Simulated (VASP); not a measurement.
# TiO2 (I4/m) in VASP: a series of runs, part 2 of 3

VASP 6.6.1. The steps go on from the part before.

### Step 4. Single point, PBEsol

This run uses another cell than the first one, of 11.76 Å³/atom, 1.009 times its volume.

Contents of INCAR:

```
SYSTEM = TiO2
ALGO = Normal
EDIFF = 1E-7
ENCUT = 520
GGA = PS
ISIF = 2
ISMEAR = -1
LASPH = .TRUE.
LCHARG = .TRUE.
LELF = .TRUE.
LREAL = .FALSE.
LVHAR = .TRUE.
LWAVE = .FALSE.
NBANDS = 60
NELM = 60
PREC = Accurate
SIGMA = 0.05
```

Contents of KPOINTS:

```
k-points
0
G
  8 8 8
  0 0 0
```

Contents of POSCAR:

```
TiO2
1.0
   -4.3314210635      4.3314210635      1.8811193635
    4.3314210635     -4.3314210635      1.8811193635
    4.3314210635      4.3314210635     -1.8811193635
Ti O
4 8
Direct
    0.2921868840      0.9972480238      0.2894349078
    0.0027519762      0.2921868840      0.2949388601
    0.9972480238      0.7078131160      0.7050611399
    0.7078131160      0.0027519762      0.7105650922
    0.4990314055      0.8489054232      0.3479368286
    0.1614523843      0.1598006016      0.3212529858
    0.1510945768      0.4990314055      0.6501259823
    0.1598006016      0.8385476157      0.9983482173
    0.8401993984      0.1614523843      0.0016517827
    0.8489054232      0.5009685945      0.3498740177
    0.8385476157      0.8401993984      0.6787470142
    0.5009685945      0.1510945768      0.6520631714
```

On the command line:

```
$ cat potpaw_PBE.64/Ti_sv/POTCAR potpaw_PBE.64/O/POTCAR > POTCAR
$ mpirun -np 1 vasp_std > vasp.out
```

Run time: 18 min. Hardware: 1 thread of Intel Xeon Platinum 8259CL at 2.50GHz (Skylake/Cascade Lake), shared host; peak memory 0.63 GiB.

Results (log left out):

| Quantity | Value |
| --- | --- |
| Free energy | -111.9369 eV |
| Pressure | 0.7 GPa |
| Largest force | 0.080 eV/Å |
| Band gap on the k mesh | 1.58 eV, indirect (least direct gap 2.29 eV) |

Forces on the atoms (eV/Å):
```
Ti   0.005  0.080  0.000
Ti   0.080 -0.005  0.000
Ti  -0.080  0.005  0.000
Ti  -0.005 -0.080  0.000
O    0.007  0.000  0.000
O    0.002  0.013  0.000
O    0.000 -0.007  0.000
O   -0.013  0.002  0.000
O    0.013 -0.002  0.000
O    0.000  0.007  0.000
O   -0.002 -0.013  0.000
O   -0.007  0.000  0.000
```

Stress tensor (GPa, compression positive):
```
0.73 0.00 0.00
0.00 0.73 0.00
0.00 0.00 0.51
```

Levels at points of the mesh, in eV from the valence-band top:
```
           k point  band 44  band 45  band 46  band 47  band 48  band 49  band 50  band 51  band 52  band 53
(0.00, 0.00, 0.00)    -1.14    -0.94    -0.94    -0.93    -0.71     1.58     3.05     3.05     3.11     3.46
(0.50, 0.00, 0.00)    -1.08    -0.82    -0.75    -0.69    -0.37     2.85     3.22     3.29     3.36     3.57
(0.50, 0.50, 0.00)    -1.29    -1.16    -0.97    -0.93    -0.68     2.27     2.54     2.76     3.32     3.68
(0.50, 0.50, 0.50)    -1.38    -1.22    -1.16    -1.16     0.00     2.88     2.88     2.93     3.12     3.44
```

Caveat: the PAW data sets were made with another functional, which shifts forces and pressure a little.

### Step 5. Single point, PBE

This run uses another cell than the first one, of 12.39 Å³/atom, 1.062 times its volume.

Contents of INCAR:

```
SYSTEM = TiO2
PREC = Accurate ; ENCUT = 520
EDIFF = 1E-7 ; ISMEAR = -1
SIGMA = 0.05 ; LREAL = .FALSE.
LASPH = .TRUE. ; NELM = 100
ALGO = Normal ; ISIF = 2
LWAVE = .FALSE. ; LCHARG = .FALSE.
GGA = PE ; NBANDS = 60
```

Contents of KPOINTS:

```
Automatic mesh
0
G
  6 6 6
  0 0 0
```

Contents of POSCAR:

```
TiO2
1.0
   -4.3507577183      4.3507577183      1.9630578197
    4.3507577183     -4.3507577183      1.9630578197
    4.3507577183      4.3507577183     -1.9630578197
Ti O
4 8
Direct
    0.2922817050      0.9971447550      0.2894264600
    0.0028552450      0.2922817050      0.2951369500
    0.9971447550      0.7077182950      0.7048630500
    0.7077182950      0.0028552450      0.7105735400
    0.4988638250      0.8492152850      0.3480791100
    0.1616620200      0.1596026000      0.3212646200
    0.1507847150      0.4988638250      0.6496485400
    0.1596026000      0.8383379800      0.9979405800
    0.8403974000      0.1616620200      0.0020594200
    0.8492152850      0.5011361750      0.3503514600
    0.8383379800      0.8403974000      0.6787353800
    0.5011361750      0.1507847150      0.6519208900
```

Potentials or basis: VASP PAW PBE potentials, release 64 (Ti_sv, O).

On the command line:

```
$ cat potpaw_PBE.64/Ti_sv/POTCAR potpaw_PBE.64/O/POTCAR > POTCAR
$ mpirun -np 1 vasp_std > vasp.out
```

OUTCAR:

```text
SYSTEM = TiO2
   PREC = Accurate
   ENCUT = 520
   EDIFF = 1E-7
   ISMEAR = -1
   LREAL = .FALSE.
   LASPH = .TRUE.
   NELM = 100
   ISIF = 2
   GGA = PE

 ion  position               nearest neighbor table
   1  0.292  0.997  0.289-   8 1.80   6 1.81  10 2.02  10 2.02   5 2.21  12 2.26
   2  0.003  0.292  0.295-   6 1.80   9 1.81   5 2.02   5 2.02   7 2.21  10 2.26
   3  0.997  0.708  0.705-  11 1.80   8 1.81  12 2.02  12 2.02  10 2.21   7 2.26
   4  0.708  0.003  0.711-   9 1.80  11 1.81   7 2.02   7 2.02  12 2.21   5 2.26
   5  0.499  0.849  0.348-   2 2.02   2 2.02   1 2.21   4 2.26
   6  0.162  0.160  0.321-   2 1.80   1 1.81
   7  0.151  0.499  0.650-   4 2.02   4 2.02   2 2.21   3 2.26
   8  0.160  0.838  0.998-   1 1.80   3 1.81
   9  0.840  0.162  0.002-   4 1.80   2 1.81
  10  0.849  0.501  0.350-   1 2.02   1 2.02   3 2.21   2 2.26
  11  0.838  0.840  0.679-   3 1.80   4 1.81
  12  0.501  0.151  0.652-   3 2.02   3 2.02   4 2.21   1 2.26

  LATTYP: Found a body centered tetragonal cell.
 ALAT       =     8.7015154366
 C/A-ratio  =     0.4511990662

  Lattice vectors:

 A1 = (  -4.3507577183,   4.3507577183,   1.9630578197)
 A2 = (   4.3507577183,  -4.3507577183,   1.9630578197)
 A3 = (   4.3507577183,   4.3507577183,  -1.9630578197)

Analysis of symmetry for initial positions (statically):
=====================================================================
 Subroutine PRICEL returns:
 Original cell was already a primitive cell.

 Routine SETGRP: Setting up the symmetry group for a
 body centered tetragonal supercell.

 Subroutine GETGRP returns: Found  8 space group operations
 (whereof  8 operations were pure point group operations)
 out of a pool of 16 trial point group operations.

The static configuration has the point symmetry C_4h.
[... 152 lines left out ...]
     AMIX     =   0.40;   BMIX     =  1.00
     AMIX_MAG =   1.60;   BMIX_MAG =  1.00
  volume/ion in A,a.u.               =      12.39        83.59
  Fermi-wavevector in a.u.,A,eV,Ry     =   1.415112  2.674175 27.246254  2.002543
  Thomas-Fermi vector in A             =   2.536585
   LORBIT       =      0    0 simple, 1 ext, 2 COOP (PROOUT), +10 PAW based schemes
   GGA     = PE    functional components
   LHFCALC =     F    Hartree Fock is set to
   AEXX    =    0.0000 exact exchange contribution
   IVDW    =     0    specifies the selected vdW correction
   LEPSILON=     F    determine dielectric tensor
   LRPA    =     F    only Hartree local field effects (RPA)
 non-spin polarized calculation
  energy-cutoff  :      520.00
  volume of cell :      148.64
 maximum number of plane-waves:      4028
   NGX = 25   NGY = 25   NGZ = 25

 number of electron      95.9999986 magnetization

 Free energy of the ion-electron system (eV)
  ---------------------------------------------------
  ext. energy  EPLUGINS =         0.00000000
  ---------------------------------------------------
  free energy    TOTEN  =      -107.17196123 eV

  energy without entropy =     -107.17196123  energy(sigma->0) =     -107.17196123

 E-fermi :   3.4862     XC(G=0): -10.2183

 val. band max:        2.6588491846   @ k =   0.5000   0.5000   0.5000
 cond. band min:       4.2776726072   @ k =   0.0000   0.0000   0.0000
 fundamental gap:      1.6188234226
 Fermi energy:         3.4862152078

 k-point     1 :       0.0000    0.0000    0.0000
  band No.  band energies     occupation
      1     -53.8049      2.00000
      2     -53.7885      2.00000
      3     -53.7885      2.00000
      4     -53.7752      2.00000
      5     -30.2102      2.00000
      6     -30.1757      2.00000
[... 1501 lines left out ...]
     59       6.8713      0.00000
     60       7.2905      0.00000

 [... further k-points ...]
[... 5 lines left out ...]
  --------------------------------------------------------------------------------------
  -------------------------------------------------------------------------------------
  Total        0.5149087      0.5149087     -9.3671527      0.0000006      0.0000000      0.0000000
  in kB        5.5503193      5.5503193   -100.9706843      0.0000066      0.0000000      0.0000000
  external PRESSURE =     -29.9566819 kB  Pullay stress =       0.0000000 kB

 VOLUME and BASIS-vectors are now :
 -----------------------------------------------------------------------------
  energy-cutoff  :      520.00
  volume of cell :      148.64
      direct lattice vectors                 reciprocal lattice vectors
    -4.350757718  4.350757718  1.963057820     0.000000000  0.114922511  0.254704673
     4.350757718 -4.350757718  1.963057820     0.114922511  0.000000000  0.254704673
     4.350757718  4.350757718 -1.963057820     0.114922511  0.114922511  0.000000000

 POSITION                                       TOTAL-FORCE (eV/Angst)
 -----------------------------------------------------------------------------------
      4.32591     -1.80746      1.96306        -0.012538      0.676694      0.000000
      2.54329      0.02484      0.00000         0.676694      0.012538     -0.000000
      1.80746      4.32591      1.96306        -0.676694     -0.012538      0.000000
      0.02484      6.15822      0.00000         0.012538     -0.676694     -0.000000
      3.03870     -0.00989      1.96306        -0.279462      0.021126     -0.000000
      1.38878      1.40670      0.00000         0.039653     -0.019988      0.000000
      4.34087      1.31206      0.00000         0.021126      0.279462      0.000000
      7.29481      1.38878      0.00000         0.019988      0.039653     -0.000000
     -2.94405      2.96197      1.96306        -0.019988     -0.039653      0.000000
      0.00989      3.03870      1.96306        -0.021126     -0.279462     -0.000000
      2.96197      2.94405      1.96306        -0.039653      0.019988     -0.000000
      1.31206      4.36064      0.00000         0.279462     -0.021126      0.000000
 -----------------------------------------------------------------------------------
    total drift:                               -0.000000      0.000000      0.000000

  FREE ENERGIE OF THE ION-ELECTRON SYSTEM (eV)
  ---------------------------------------------------
  free  energy   TOTEN  =      -107.1719612319 eV

  energy  without entropy=     -107.1719612282  energy(sigma->0) =     -107.17196123
```

Run time: 4.7 min. Hardware: 1 thread of Intel Xeon 6975P-C (Granite Rapids), shared host; peak memory 0.45 GiB.

What came out:

```yaml
Free_energy: -107.1720 eV
Pressure: -3.0 GPa
Largest_force: 0.677 eV/Å
Band_gap_on_the_k_mesh: 1.62 eV, indirect (least direct gap 2.22 eV)
```

Forces in eV/Å, atoms in the order of the input:
```
Ti  -0.013  0.677  0.000
Ti   0.677  0.013  0.000
Ti  -0.677 -0.013  0.000
Ti   0.013 -0.677  0.000
O   -0.279  0.021  0.000
O    0.040 -0.020  0.000
O    0.021  0.279  0.000
O    0.020  0.040  0.000
O   -0.020 -0.040  0.000
O   -0.021 -0.279  0.000
O   -0.040  0.020  0.000
O    0.279 -0.021  0.000
```

A k mesh can miss the band edges.

### Step 6. Single point, PBE

Contents of INCAR:

```
  ALGO = Normal
  EDIFF = 1E-7
  ENCUT = 520
  GGA = PE
  ISIF = 2
  ISMEAR = -1
  LASPH = True
  LCHARG = False
  LREAL = False
  LWAVE = False
  NBANDS = 60
  NELM = 60
  PREC = Accurate
  SIGMA = 0.05
```

Contents of KPOINTS:

```
k-points
0
Gamma
  6 6 6
```

POSCAR, as its differences from that of step 5:

```diff
@@ -2,5 +2,5 @@
 1.0
-   -4.3507577183      4.3507577183      1.9630578197
-    4.3507577183     -4.3507577183      1.9630578197
-    4.3507577183      4.3507577183     -1.9630578197
+   -4.3507577183      4.3507577183      1.8498044840
+    4.3507577183     -4.3507577183      1.8498044840
+    4.3507577183      4.3507577183     -1.8498044840
 Ti O
```

Potentials or basis: VASP PAW PBE potentials, release 64 (Ti_sv, O).

On the command line:

```
$ cat potpaw_PBE.64/Ti_sv/POTCAR potpaw_PBE.64/O/POTCAR > POTCAR
$ mpirun -np 1 vasp_std > vasp.out
```

It took 5.8 min on 1 thread of Intel Xeon 6975P-C (Granite Rapids), shared host; peak memory 0.43 GiB.

Results (log left out):

```
Free energy            : -107.1359 eV
Pressure               : 8.2 GPa
Largest force          : 0.597 eV/Å
Band gap on the k mesh : 1.62 eV, indirect (least direct gap 2.37 eV)
```

Forces on the atoms (eV/Å):
```
Ti  -0.031 -0.597  0.000
Ti  -0.597  0.031  0.000
Ti   0.597 -0.031  0.000
Ti   0.031  0.597  0.000
O    0.095  0.001  0.000
O   -0.006 -0.055  0.000
O    0.001 -0.095  0.000
O    0.055 -0.006  0.000
O   -0.055  0.006  0.000
O   -0.001  0.095  0.000
O    0.006  0.055  0.000
O   -0.095 -0.001  0.000
```

Stress tensor (GPa, compression positive):
```
 5.60  0.00  0.00
 0.00  5.60  0.00
 0.00  0.00 13.31
```

Levels at points of the mesh, in eV from the valence-band top:
```tsv
k point	band 45	band 46	band 47	band 48	band 49	band 50	band 51	band 52
(0.00, 0.00, 0.00)	-1.08	-1.08	-1.03	-0.74	1.62	3.08	3.08	3.08
(0.50, 0.00, 0.00)	-0.82	-0.80	-0.78	-0.37	2.83	3.23	3.32	3.40
(0.50, 0.50, 0.00)	-1.22	-1.07	-1.01	-0.65	2.31	2.53	2.76	3.36
(0.50, 0.50, 0.50)	-1.29	-1.27	-1.27	0.00	2.89	2.89	2.91	3.12
```

A k mesh can miss the band edges. PBE gaps usually lie below the measured ones, often by a third to a half.

(Part 2 of 3 ends here.)
